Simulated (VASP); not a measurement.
# Hf (Im-3m) in VASP: a series of runs

Runs on Hf. Level: LDA. Tasks: single point.

All numbers are computed with VASP 6.6.1; they aren't measurements. Logs are shortened: lines on timing, memory, paths and dates and some standing lists are left out, and cuts for length are marked.

## (1) The cell of the first run

It takes space group Im-3m (No. 229, cubic). Conventional cell: a = 3.505 Å, b = 3.505 Å, c = 3.505 Å, α = 90.00°, β = 90.00°, γ = 90.00°. Within 4.0 Å of Hf (site symmetry m-3m) lie 14 Hf at 3.04 to 3.51 Å.

## (2) Single point, LDA (volume scaled by 0.975)

File INCAR:

```
SYSTEM = Hf
ALGO = Normal
EDIFF = 1E-6
ENCUT = 520
ISIF = 2
ISMEAR = -1
LASPH = .TRUE.
LCHARG = .FALSE.
LREAL = .FALSE.
LWAVE = .FALSE.
NBANDS = 11
NELM = 60
PREC = Accurate
SIGMA = 0.05
```

File KPOINTS:

```
k-points
0
G
  14 14 14
  0 0 0
```

File POSCAR:

```
Hf
1.0
   -1.7526385178      1.7526385178      1.7526385178
    1.7526385178     -1.7526385178      1.7526385178
    1.7526385178      1.7526385178     -1.7526385178
Hf
1
Direct
    0.0000000000      0.0000000000      0.0000000000
```

Potentials or basis: VASP PAW LDA potentials, release 64 (Hf_pv).

On the command line:

```sh
cat potpaw_LDA.64/Hf_pv/POTCAR > POTCAR
mpirun -np 1 vasp_std > vasp.out
```

OUTCAR:

```text
SYSTEM = Hf
   EDIFF = 1E-6
   ENCUT = 520
   ISIF = 2
   ISMEAR = -1
   LASPH = .TRUE.
   LREAL = .FALSE.
   NELM = 60
   PREC = Accurate

 ion  position               nearest neighbor table
   1  0.000  0.000  0.000-

  LATTYP: Found a body centered cubic cell.
 ALAT       =     3.5052770356

  Lattice vectors:

 A1 = (  -1.7526385178,   1.7526385178,   1.7526385178)
 A2 = (   1.7526385178,  -1.7526385178,   1.7526385178)
 A3 = (   1.7526385178,   1.7526385178,  -1.7526385178)

Analysis of symmetry for initial positions (statically):
=====================================================================
 Subroutine PRICEL returns:
 Original cell was already a primitive cell.

 Routine SETGRP: Setting up the symmetry group for a
 body centered cubic supercell.

 Subroutine GETGRP returns: Found 48 space group operations
 (whereof 48 operations were pure point group operations)
 out of a pool of 48 trial point group operations.

The static configuration has the point symmetry O_h .

Analysis of symmetry for dynamics (positions and initial velocities):
=====================================================================
 Subroutine PRICEL returns:
 Original cell was already a primitive cell.

 Routine SETGRP: Setting up the symmetry group for a
 body centered cubic supercell.

 Subroutine GETGRP returns: Found 48 space group operations
 (whereof 48 operations were pure point group operations)
 out of a pool of 48 trial point group operations.

The dynamic configuration has the point symmetry O_h .

 Subroutine INISYM returns: Found 48 space group operations
 (whereof 48 operations are pure point group operations),
 and found     1 'primitive' translations

----------------------------------------------------------------------------------------

                                     Primitive cell

  volume of cell :      21.5346

  direct lattice vectors                    reciprocal lattice vectors
    -1.752638518  1.752638518  1.752638518     0.000000000  0.285284156  0.285284156
     1.752638518 -1.752638518  1.752638518     0.285284156  0.000000000  0.285284156
     1.752638518  1.752638518 -1.752638518     0.285284156  0.285284156  0.000000000

  length of vectors
     3.035658960  3.035658960  3.035658960     0.403452722  0.403452722  0.403452722

  position of ions in fractional coordinates (direct lattice)
     0.000000000  0.000000000  0.000000000

  ion indices of the primitive-cell ions
   primitive index   ion index
                 1           1

----------------------------------------------------------------------------------------

 KPOINTS: k-points

Automatic generation of k-mesh.
 Grid dimensions read from file:
 generate k-points for:   14   14   14

 Generating k-lattice:

  Cartesian coordinates                     Fractional coordinates (reciprocal lattice)
     0.000000000  0.020377440  0.020377440     0.071428571  0.000000000  0.000000000
     0.020377440  0.000000000  0.020377440     0.000000000  0.071428571  0.000000000
     0.020377440  0.020377440  0.000000000     0.000000000  0.000000000  0.071428571

  Length of vectors
     0.028818052  0.028818052  0.028818052

  Shift w.r.t. Gamma in fractional coordinates (k-lattice)
     0.000000000  0.000000000  0.000000000

 Subroutine IBZKPT returns following result:
 ===========================================

 Found    104 irreducible k-points:

 Following reciprocal coordinates:
            Coordinates               Weight
  0.000000  0.000000  0.000000      1.000000
  0.071429  0.000000  0.000000     12.000000
  0.142857  0.000000  0.000000     12.000000
  0.214286  0.000000  0.000000     12.000000
  0.285714  0.000000  0.000000     12.000000
  0.357143  0.000000  0.000000     12.000000
[... 16 lines left out ...]
  0.285714  0.285714  0.000000     24.000000
  0.357143  0.285714  0.000000     24.000000
 [... further k-points ...]
   k-points           NKPTS =    104   k-points in BZ     NKDIM =    104   number of bands    NBANDS=     11
   number of dos      NEDOS =    301   number of ions     NIONS =      1
   total plane-waves  NPLWV =  13824
   dimension x,y,z NGX =    24 NGY =   24 NGZ =   24
   dimension x,y,z NGXF=    48 NGYF=   48 NGZF=   48
   ions per type =               1
   NGX,Y,Z   is equivalent  to a cutoff of  13.14, 13.14, 13.14 a.u.
   NGXF,Y,Z  is equivalent  to a cutoff of  26.29, 26.29, 26.29 a.u.
 SYSTEM =  Hf
   PREC   = accura    normal or accurate (medium, high low for compatibility)
   ISTART =      0    job   : 0-new  1-cont  2-samecut
   ICHARG =      2    charge: 1-file 2-atom 10-const
   ISPIN  =      1    spin polarized calculation?
   LNONCOLLINEAR =      F non collinear calculations
   LSORBIT =      F    spin-orbit coupling
   LASPH  =      T    aspherical Exc in radial PAW
   ENCUT  =  520.0 eV  38.22 Ry    6.18 a.u.   5.64  5.64  5.64*2*pi/ulx,y,z
   NELM   =     60;   NELMIN=  2; NELMDL= -5     # of ELM steps
   EDIFF  = 0.1E-05   stopping-criterion for ELM
   LREAL  =      F    real-space projection
   EDIFFG = 0.1E-04   stopping-criterion for IOM
   NSW    =      0    number of steps for IOM
   IBRION =     -1    ionic relax: 0-MD 1-quasi-New 2-CG
   NFREE  =      0    steps in history (QN), initial steepest desc. (CG)
   ISIF   =      2    stress and relaxation
   ISYM   =      2    0-nonsym 1-usesym 2-fastsym
   POTIM  = 0.5000    time-step for ionic-motion
   TEBEG  =    0.0;   TEEND  =   0.0 temperature during run
   PSTRESS=    0.0 pullay stress
   NELECT =      10.0000    total number of electrons
   NUPDOWN=      -1.0000    fix difference up-down
   EMIN   =  10.00;   EMAX   =-10.00  energy-range for DOS
   EFERMI =   0.00;   METHOD = LEGACY
   ISMEAR =    -1;   SIGMA  =   0.05  broadening in eV -4-tet -1-fermi 0-gaus
   EFERMI_NEDOS =   21; number of points for ismear=-14 and -15
   IALGO  =     38    algorithm
   IMIX   =      4    mixing-type and parameters
     AMIX     =   0.40;   BMIX     =  1.00
     AMIX_MAG =   1.60;   BMIX_MAG =  1.00
  volume/ion in A,a.u.               =      21.53       145.32
  Fermi-wavevector in a.u.,A,eV,Ry     =   1.267737  2.395675 21.866698  1.607157
  Thomas-Fermi vector in A             =   2.400869
   LORBIT       =      0    0 simple, 1 ext, 2 COOP (PROOUT), +10 PAW based schemes
   GGA     = CA    functional components
   LHFCALC =     F    Hartree Fock is set to
   AEXX    =    0.0000 exact exchange contribution
   IVDW    =     0    specifies the selected vdW correction
   LEPSILON=     F    determine dielectric tensor
   LRPA    =     F    only Hartree local field effects (RPA)
 non-spin polarized calculation
  energy-cutoff  :      520.00
  volume of cell :       21.53
 maximum number of plane-waves:       603
   NGX = 11   NGY = 11   NGZ = 11

 number of electron      10.0000000 magnetization

 number of electron       9.9999999 magnetization

 Free energy of the ion-electron system (eV)
  ---------------------------------------------------
  ext. energy  EPLUGINS =         0.00000000
  ---------------------------------------------------
  free energy    TOTEN  =       -10.53715502 eV

  energy without entropy =      -10.52308951  energy(sigma->0) =      -10.53012227

 E-fermi :   4.6908     XC(G=0): -11.6428

 val. band max:        4.6846501143   @ k =  -0.4286  -0.4286   0.1429
 cond. band min:       4.7327385720   @ k =   0.2143   0.2143   0.0000
 fundamental gap:      0.0480884577
 Fermi energy:         4.6908054194

 k-point     1 :       0.0000    0.0000    0.0000
  band No.  band energies     occupation
      1     -24.8097      2.00000
      2     -24.8097      2.00000
      3     -24.8097      2.00000
      4      -2.3801      2.00000
      5       6.1844      0.00000
      6       6.1844      0.00000
      7       6.1844      0.00000
      8       9.0901      0.00000
      9       9.0901      0.00000
     10      17.1712      0.00000
     11      18.2631      0.00000

 k-point     2 :       0.0714    0.0000    0.0000
  band No.  band energies     occupation
      1     -24.8606      2.00000
      2     -24.8254      2.00000
      3     -24.8100      2.00000
      4      -2.1814      2.00000
      5       6.0464      0.00000
      6       6.1327      0.00000
      7       6.3802      0.00000
      8       8.8676      0.00000
      9       9.0878      0.00000
     10      17.1709      0.00000
     11      18.4531      0.00000

 k-point     3 :       0.1429    0.0000    0.0000
  band No.  band energies     occupation
      1     -25.0006      2.00000
      2     -24.8690      2.00000
      3     -24.8107      2.00000
      4      -1.6154      2.00000
      5       5.6876      0.00000
      6       5.9004      0.00000
      7       6.9586      0.00000
      8       8.5219      0.00000
      9       9.1014      0.00000
     10      17.1703      0.00000
     11      18.8594      0.00000

 k-point     4 :       0.2143    0.0000    0.0000
  band No.  band energies     occupation
      1     -25.1971      2.00000
      2     -24.9313      2.00000
      3     -24.8118      2.00000
      4      -0.7781      2.00000
      5       5.2271      0.00004
      6       5.4571      0.00000
      7       7.8923      0.00000
      8       8.4741      0.00000
      9       9.1753      0.00000
     10      17.1687      0.00000
     11      18.8422      0.00000
[... 239 lines left out ...]
 k-point    22 :       0.3571    0.2143    0.0000
  band No.  band energies     occupation
      1     -25.6255      2.00000
      2     -25.2643      2.00000
      3     -24.9112      2.00000
      4       2.3802      2.00000
      5       4.1047      1.99998
      6       4.8763      0.04783
      7       8.8416      0.00000
      8       9.9847      0.00000
      9      13.5720      0.00000
     10      13.8882      0.00000
     11      17.1776      0.00000

 k-point    23 :       0.2857    0.2857    0.0000
  band No.  band energies     occupation
      1     -25.5737      2.00000
      2     -25.3211      2.00000
      3     -24.9230      2.00000
      4       2.7540      2.00000
      5       3.9690      2.00000
      6       4.6197      1.61142
      7       9.0694      0.00000
      8       9.7214      0.00000
      9      13.3208      0.00000
     10      14.1773      0.00000
     11      17.1825      0.00000

 k-point    24 :       0.3571    0.2857    0.0000
  band No.  band energies     occupation
      1     -25.5372      2.00000
      2     -25.3918      2.00000
      3     -24.9281      2.00000
      4       2.9529      2.00000
      5       4.0919      1.99999
      6       4.4529      1.98297
      7       9.2595      0.00000
      8       9.7893      0.00000
      9      12.5728      0.00000
     10      15.1360      0.00000
     11      16.6106      0.00000

 [... further k-points ...]
[... 5 lines left out ...]
  --------------------------------------------------------------------------------------
  -------------------------------------------------------------------------------------
  Total       -0.7438998     -0.7438998     -0.7438998      0.0000000     -0.0000000     -0.0000000
  in kB      -55.3462212    -55.3462212    -55.3462212      0.0000000     -0.0000000     -0.0000000
  external PRESSURE =     -55.3462212 kB  Pullay stress =       0.0000000 kB

 VOLUME and BASIS-vectors are now :
 -----------------------------------------------------------------------------
  energy-cutoff  :      520.00
  volume of cell :       21.53
      direct lattice vectors                 reciprocal lattice vectors
    -1.752638518  1.752638518  1.752638518     0.000000000  0.285284156  0.285284156
     1.752638518 -1.752638518  1.752638518     0.285284156  0.000000000  0.285284156
     1.752638518  1.752638518 -1.752638518     0.285284156  0.285284156  0.000000000

 POSITION                                       TOTAL-FORCE (eV/Angst)
 -----------------------------------------------------------------------------------
      0.00000      0.00000      0.00000         0.000000     -0.000000      0.000000
 -----------------------------------------------------------------------------------
    total drift:                                0.000000      0.000000      0.000000

  FREE ENERGIE OF THE ION-ELECTRON SYSTEM (eV)
  ---------------------------------------------------
  free  energy   TOTEN  =       -10.5371550192 eV

  energy  without entropy=      -10.5230895142  energy(sigma->0) =      -10.53012227
```

It took 18 s on 1 thread of Intel Xeon 8259CL, shared host; peak memory 0.14 GiB.

Results:

| Item | Value |
| --- | --- |
| Free energy | -10.5372 eV |
| Pressure | -5.5 GPa |
| Band gap on the k mesh | zero (band 5 reaches 6.18 eV, above the bottom of band 6 at 3.94 eV) |

Caveat: spin-orbit coupling is left out, which moves the levels of the heavy elements.

[end of part 1 of 2]
